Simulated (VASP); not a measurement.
Crystal: Re.

```
Re
1.0
     2.76639    0.00000    0.00000
    -1.38319    2.39576    0.00000
     0.00000    0.00000    8.93885
Re
4
Direct
  0.66667 0.33333 0.75000
  0.00000 0.00000 0.50000
  0.33333 0.66667 0.25000
  0.00000 0.00000 0.00000
```

```yaml
Program: VASP 6.6.1
Task: relaxation of cell and atoms
Functional: PBE
Dispersion: D4
Potentials_or_basis: VASP PAW PBE potentials, release 64 (Re)
Cutoff: 600 eV
k_mesh: 11 × 11 × 3
Occupations: fermi-dirac, width 0.05 eV
Spin: no spin polarisation
```

At the start: pressure -4.1 GPa; volume 14.81 Å³/atom.

Problem. Where does the relaxation end?

Solution. Over 6 steps the energy falls by 2.0 meV/atom and the volume is 14.65 Å³/atom (-1.1 %); space group P6_3/mmc (No. 194, to 0.05 Å).

The path:
```tsv
step	energy change (eV)	largest force (eV/Å)	pressure (GPa)	volume (Å³)
1	0.0000	0.0000	-4.08	59.24
2	0.1385	0.0000	19.24	56.07
3	-0.0082	0.0000	-0.06	58.63
4	-0.0082	0.0000	0.01	58.61
5	-0.0082	0.0000	0.01	58.61
6	-0.0082	0.0000	0.01	58.61
```

Final structure:
```
Re
1.0
     2.75584    0.00000    0.00000
    -1.37792    2.38662    0.00000
     0.00000    0.00000    8.91177
Re
4
Direct
  0.66667 0.33333 0.75000
  0.00000 0.00000 0.50000
  0.33333 0.66667 0.25000
  0.00000 0.00000 0.00000
```
